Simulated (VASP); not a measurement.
# TaN (Amm2) in VASP: single point with PBEsol

Aim: the single point of TaN with PBEsol.

Everything below comes from runs of VASP 6.6.1. Logs are shortened: lines on timing, memory, paths and dates and some standing lists are left out, and cuts for length are marked.

### 1 The cell of the first run

The structure is orthorhombic, space group Amm2 (No. 38). Conventional cell: a = 3.029 Å, b = 8.923 Å, c = 5.631 Å, α = 90.00°, β = 90.00°, γ = 90.00°. Within 3.1 Å of Ta (site symmetry mm2) lie 6 N at 2.23 to 3.04 Å and 2 Ta at 3.03 Å. Within 2.7 Å of Ta (site symmetry m) lie 6 N at 2.03 to 2.38 Å and 1 Ta at 2.68 Å. Within 2.9 Å of N (site symmetry m) lie 5 Ta at 2.22 to 2.38 Å and 4 N at 2.46 to 2.89 Å. Within 2.9 Å of N (site symmetry mm2) lie 6 Ta at 2.03 to 2.88 Å and 4 N at 2.46 to 2.85 Å.

### 2 Single point, PBEsol (strained and its atoms moved)

INCAR reads:

```
SYSTEM = TaN
PREC = Accurate
ENCUT = 520
EDIFF = 1E-6
ISMEAR = 0
SIGMA = 0.1
LREAL = .False.
LASPH = .True.
NELM = 60
ALGO = Normal
ISIF = 2
LWAVE = .False.
LCHARG = .True.
GGA = PS
LELF = .True.
LVHAR = .True.
NBANDS = 33
```

KPOINTS reads:

```
Automatic mesh
0
Gamma
  8 8 10
  0 0 0
```

POSCAR reads:

```
TaN
1.0
    5.2715887434     -0.2073999702      0.0000000000
   -2.8154080146      4.8764386094      0.0000000000
    0.0000000000      0.0000000000      3.0293508400
Ta N
3 3
Direct
    0.0000000000      0.0084415186      0.0000000000
    0.3007728939      0.6795778811      0.5000000000
    0.6992271061      0.3788049872      0.5000000000
    0.5753971694      0.0057001676      0.0000000000
    0.4246028306      0.4303029982      0.0000000000
    0.0000000000      0.4971724473      0.0000000000
```

Potentials or basis: VASP PAW PBE potentials, release 64 (Ta_pv, N).

Command:

```sh
$ cat potpaw_PBE.64/Ta_pv/POTCAR potpaw_PBE.64/N/POTCAR > POTCAR
$ mpirun -np 1 vasp_std > vasp.out
```

OUTCAR:

```text
SYSTEM = TaN
   PREC = Accurate
   ENCUT = 520
   EDIFF = 1E-6
   ISMEAR = 0
   LREAL = .False.
   LASPH = .True.
   NELM = 60
   ISIF = 2
   GGA = PS

 ion  position               nearest neighbor table
   1  0.000  0.008  0.000-   4 2.23   5 2.23   2 3.37   2 3.37   3 3.37   3 3.37   2 3.47   2 3.47
                             3 3.47   3 3.47   3 3.56   3 3.56   2 3.56   2 3.56
   2  0.301  0.680  0.500-   6 2.03   6 2.03   4 2.22   4 2.22   5 2.38   5 2.38   3 2.68   3 3.33
                             3 3.33   1 3.37   1 3.37   1 3.47   1 3.47   1 3.56   1 3.56
   3  0.699  0.379  0.500-   6 2.03   6 2.03   5 2.22   5 2.22   4 2.38   4 2.38   2 2.68   2 3.33
                             2 3.33   1 3.37   1 3.37   1 3.47   1 3.47   1 3.56   1 3.56
   4  0.575  0.006  0.000-   2 2.22   2 2.22   1 2.23   3 2.38   3 2.38
   5  0.425  0.430  0.000-   3 2.22   3 2.22   1 2.23   2 2.38   2 2.38
   6  0.000  0.497  0.000-   3 2.03   3 2.03   2 2.03   2 2.03

  LATTYP: Found a base centered orthorhombic cell.
 ALAT       =     5.6308237230
 B/A-ratio  =     1.5847173435
 C/A-ratio  =     0.5379942596

  Lattice vectors:

 A1 = (   2.4561807288,   4.6690386392,   0.0000000000)
 A2 = (  -5.2715887434,   0.2073999702,   0.0000000000)
 A3 = (   0.0000000000,   0.0000000000,   3.0293508400)

Analysis of symmetry for initial positions (statically):
=====================================================================
 Subroutine PRICEL returns:
 Original cell was already a primitive cell.

 Routine SETGRP: Setting up the symmetry group for a
 base centered orthorhombic supercell.

 Subroutine GETGRP returns: Found  4 space group operations
 (whereof  4 operations were pure point group operations)
 out of a pool of  8 trial point group operations.

The static configuration has the point symmetry C_2v.

Analysis of symmetry for dynamics (positions and initial velocities):
=====================================================================
 Subroutine PRICEL returns:
 Original cell was already a primitive cell.

 Routine SETGRP: Setting up the symmetry group for a
 base centered orthorhombic supercell.

 Subroutine GETGRP returns: Found  4 space group operations
 (whereof  4 operations were pure point group operations)
 out of a pool of  8 trial point group operations.

The dynamic configuration has the point symmetry C_2v.

 Subroutine INISYM returns: Found  4 space group operations
 (whereof  4 operations are pure point group operations),
 and found     1 'primitive' translations

----------------------------------------------------------------------------------------

                                     Primitive cell

  volume of cell :      76.1054

  direct lattice vectors                    reciprocal lattice vectors
     5.271588743 -0.207399970  0.000000000     0.194105161  0.112066463  0.000000000
    -2.815408015  4.876438609  0.000000000     0.008255493  0.209833992  0.000000000
     0.000000000  0.000000000  3.029350840     0.000000000  0.000000000  0.330103726

  length of vectors
     5.275667031  5.630823723  3.029350840     0.224133232  0.209996327  0.330103726

  position of ions in fractional coordinates (direct lattice)
     1.000000000  0.008441519  0.000000000
     0.300772894  0.679577881  0.500000000
     0.699227106  0.378804987  0.500000000
     0.575397169  0.005700168  0.000000000
     0.424602831  0.430302998  0.000000000
     1.000000000  0.497172447  0.000000000

  ion indices of the primitive-cell ions
   primitive index   ion index
                 1           1
                 2           2
                 3           3
                 4           4
                 5           5
                 6           6

----------------------------------------------------------------------------------------

 KPOINTS: Automatic mesh

Automatic generation of k-mesh.
 Grid dimensions read from file:
 generate k-points for:    8    8   10

 Generating k-lattice:

  Cartesian coordinates                     Fractional coordinates (reciprocal lattice)
     0.024263145  0.014008308  0.000000000     0.125000000 -0.000000000  0.000000000
     0.001031937  0.026229249  0.000000000     0.000000000  0.125000000  0.000000000
     0.000000000  0.000000000  0.033010373     0.000000000  0.000000000  0.100000000

  Length of vectors
     0.028016654  0.026249541  0.033010373

  Shift w.r.t. Gamma in fractional coordinates (k-lattice)
     0.000000000  0.000000000  0.000000000

 Subroutine IBZKPT returns following result:
 ===========================================

 Found    126 irreducible k-points:

 Following reciprocal coordinates:
            Coordinates               Weight
  0.000000  0.000000  0.000000      1.000000
  0.125000 -0.000000  0.000000      2.000000
  0.250000 -0.000000  0.000000      2.000000
  0.375000 -0.000000  0.000000      2.000000
  0.500000 -0.000000  0.000000      1.000000
  0.000000  0.125000  0.000000      4.000000
[... 16 lines left out ...]
  0.125000 -0.000000  0.100000      4.000000
  0.250000 -0.000000  0.100000      4.000000
 [... further k-points ...]
   k-points           NKPTS =    126   k-points in BZ     NKDIM =    126   number of bands    NBANDS=     33
   number of dos      NEDOS =    301   number of ions     NIONS =      6
   total plane-waves  NPLWV =  40320
   dimension x,y,z NGX =    40 NGY =   42 NGZ =   24
   dimension x,y,z NGXF=    80 NGYF=   84 NGZF=   48
   ions per type =               3   3
   NGX,Y,Z   is equivalent  to a cutoff of  12.60, 12.40, 13.17 a.u.
   NGXF,Y,Z  is equivalent  to a cutoff of  25.21, 24.80, 26.34 a.u.
 SYSTEM =  TaN
   PREC   = accura    normal or accurate (medium, high low for compatibility)
   ISTART =      0    job   : 0-new  1-cont  2-samecut
   ICHARG =      2    charge: 1-file 2-atom 10-const
   ISPIN  =      1    spin polarized calculation?
   LNONCOLLINEAR =      F non collinear calculations
   LSORBIT =      F    spin-orbit coupling
   LASPH  =      T    aspherical Exc in radial PAW
   ENCUT  =  520.0 eV  38.22 Ry    6.18 a.u.   9.81 10.47  5.63*2*pi/ulx,y,z
   NELM   =     60;   NELMIN=  2; NELMDL= -5     # of ELM steps
   EDIFF  = 0.1E-05   stopping-criterion for ELM
   LREAL  =      F    real-space projection
   EDIFFG = 0.1E-04   stopping-criterion for IOM
   NSW    =      0    number of steps for IOM
   IBRION =     -1    ionic relax: 0-MD 1-quasi-New 2-CG
   NFREE  =      0    steps in history (QN), initial steepest desc. (CG)
   ISIF   =      2    stress and relaxation
   ISYM   =      2    0-nonsym 1-usesym 2-fastsym
   POTIM  = 0.5000    time-step for ionic-motion
   TEBEG  =    0.0;   TEEND  =   0.0 temperature during run
   PSTRESS=    0.0 pullay stress
   NELECT =      48.0000    total number of electrons
   NUPDOWN=      -1.0000    fix difference up-down
   EMIN   =  10.00;   EMAX   =-10.00  energy-range for DOS
   EFERMI =   0.00;   METHOD = LEGACY
   ISMEAR =     0;   SIGMA  =   0.10  broadening in eV -4-tet -1-fermi 0-gaus
   EFERMI_NEDOS =   21; number of points for ismear=-14 and -15
   IALGO  =     38    algorithm
   IMIX   =      4    mixing-type and parameters
     AMIX     =   0.40;   BMIX     =  1.00
     AMIX_MAG =   1.60;   BMIX_MAG =  1.00
  volume/ion in A,a.u.               =      12.68        85.60
  Fermi-wavevector in a.u.,A,eV,Ry     =   1.403945  2.653072 26.817929  1.971062
  Thomas-Fermi vector in A             =   2.526556
   LORBIT       =      0    0 simple, 1 ext, 2 COOP (PROOUT), +10 PAW based schemes
   GGA     = PS    functional components
   LHFCALC =     F    Hartree Fock is set to
   AEXX    =    0.0000 exact exchange contribution
   IVDW    =     0    specifies the selected vdW correction
   LEPSILON=     F    determine dielectric tensor
   LRPA    =     F    only Hartree local field effects (RPA)
 non-spin polarized calculation
 Gauss-broadening in eV      SIGMA  =   0.10
  energy-cutoff  :      520.00
  volume of cell :       76.11
 maximum number of plane-waves:      2072
   NGX = 19   NGY = 21   NGZ = 11

 number of electron      48.0000001 magnetization

 Free energy of the ion-electron system (eV)
  ---------------------------------------------------
  ext. energy  EPLUGINS =         0.00000000
  ---------------------------------------------------
  free energy    TOTEN  =       -67.24434107 eV

  energy without entropy =      -67.23178275  energy(sigma->0) =      -67.23806191

 E-fermi :   6.7694     XC(G=0): -12.5583

 val. band max:        6.7656555796   @ k =   0.2500   0.1250   0.2000
 cond. band min:       6.7709797884   @ k =   0.0000   0.2500   0.5000
 fundamental gap:      0.0053242088
 Fermi energy:         6.7694300315

 k-point     1 :       0.0000    0.0000    0.0000
  band No.  band energies     occupation
      1     -29.5671      2.00000
      2     -29.0405      2.00000
      3     -29.0290      2.00000
      4     -28.8617      2.00000
      5     -28.8317      2.00000
      6     -28.7819      2.00000
[... 25 lines left out ...]
     32       9.6669      0.00000
     33      10.2546      0.00000

 k-point     2 :       0.1250   -0.0000    0.0000
  band No.  band energies     occupation
      1     -29.5643      2.00000
      2     -29.0860      2.00000
      3     -28.9819      2.00000
      4     -28.8588      2.00000
      5     -28.8133      2.00000
      6     -28.7825      2.00000
[... 25 lines left out ...]
     32       9.8396      0.00000
     33      10.3162      0.00000

 k-point     3 :       0.2500   -0.0000    0.0000
  band No.  band energies     occupation
      1     -29.5534      2.00000
      2     -29.1274      2.00000
      3     -28.9365      2.00000
      4     -28.8512      2.00000
      5     -28.7880      2.00000
      6     -28.7737      2.00000
[... 25 lines left out ...]
     32      10.1615      0.00000
     33      10.4032      0.00000

 k-point     4 :       0.3750   -0.0000    0.0000
  band No.  band energies     occupation
      1     -29.5362      2.00000
      2     -29.1537      2.00000
      3     -28.9087      2.00000
      4     -28.8428      2.00000
      5     -28.7980      2.00000
      6     -28.7880      2.00000
[... 673 lines left out ...]
     32       9.5925      0.00000
     33      10.5845      0.00000

 k-point    23 :       0.1250   -0.0000    0.1000
  band No.  band energies     occupation
      1     -29.5533      2.00000
      2     -29.0766      2.00000
      3     -28.9743      2.00000
      4     -28.9222      2.00000
      5     -28.8055      2.00000
      6     -28.7824      2.00000
[... 25 lines left out ...]
     32       9.7393      0.00000
     33      10.4174      0.00000

 k-point    24 :       0.2500   -0.0000    0.1000
  band No.  band energies     occupation
      1     -29.5424      2.00000
      2     -29.1172      2.00000
      3     -28.9301      2.00000
      4     -28.9150      2.00000
      5     -28.7874      2.00000
      6     -28.7867      2.00000
[... 25 lines left out ...]
     32      10.0343      0.00000
     33      10.3223      0.00000

 [... further k-points ...]
[... 5 lines left out ...]
  --------------------------------------------------------------------------------------
  -------------------------------------------------------------------------------------
  Total       -4.8779783    -11.8388733    -10.4922882      6.0282853      0.0000000      0.0000000
  in kB     -102.6916642   -249.2330906   -220.8846529    126.9080384      0.0000000      0.0000000
  external PRESSURE =    -190.9364692 kB  Pullay stress =       0.0000000 kB

 VOLUME and BASIS-vectors are now :
 -----------------------------------------------------------------------------
  energy-cutoff  :      520.00
  volume of cell :       76.11
      direct lattice vectors                 reciprocal lattice vectors
     5.271588743 -0.207399970  0.000000000     0.194105161  0.112066463  0.000000000
    -2.815408015  4.876438609  0.000000000     0.008255493  0.209833992  0.000000000
     0.000000000  0.000000000  3.029350840     0.000000000  0.000000000  0.330103726

 POSITION                                       TOTAL-FORCE (eV/Angst)
 -----------------------------------------------------------------------------------
     -0.02377      0.04116      0.00000        -0.989309      1.713536      0.000000
     -0.32774      3.25154      1.51468         4.754175      0.493023      0.000000
      2.61955      1.70220      1.51468        -2.804057     -3.870733      0.000000
      3.01721     -0.09154      0.00000         0.388661     -0.119965      0.000000
      1.02685      2.01028      0.00000        -0.090438     -0.396573      0.000000
     -1.39974      2.42443      0.00000        -1.259032      2.180711      0.000000
 -----------------------------------------------------------------------------------
    total drift:                               -0.000164      0.000035     -0.000000

  FREE ENERGIE OF THE ION-ELECTRON SYSTEM (eV)
  ---------------------------------------------------
  free  energy   TOTEN  =       -67.2443410748 eV

  energy  without entropy=      -67.2317827529  energy(sigma->0) =      -67.23806191
```

Run time: 1.8 min. Hardware: 1 thread of Intel Xeon 6975P-C (Granite Rapids), shared host; peak memory 0.37 GiB.

What came out:

- Free energy: -67.2443 eV
- Pressure: -19.1 GPa
- Largest force: 4.780 eV/Å
- Band gap on the k mesh: zero (bands 24 and 25 overlap by 1.16 eV)

Forces in eV/Å, atoms in the order of the input:
```
Ta  -0.989  1.714  0.000
Ta   4.754  0.493  0.000
Ta  -2.804 -3.871  0.000
N    0.389 -0.120  0.000
N   -0.090 -0.397  0.000
N   -1.259  2.181  0.000
```

Caveat: the cell differs from its parent crystal (strained and its atoms moved); the cell stands under tension; the PAW data sets were made with another functional, which shifts forces and pressure a little; spin-orbit coupling is left out, which moves the levels of the heavy elements.
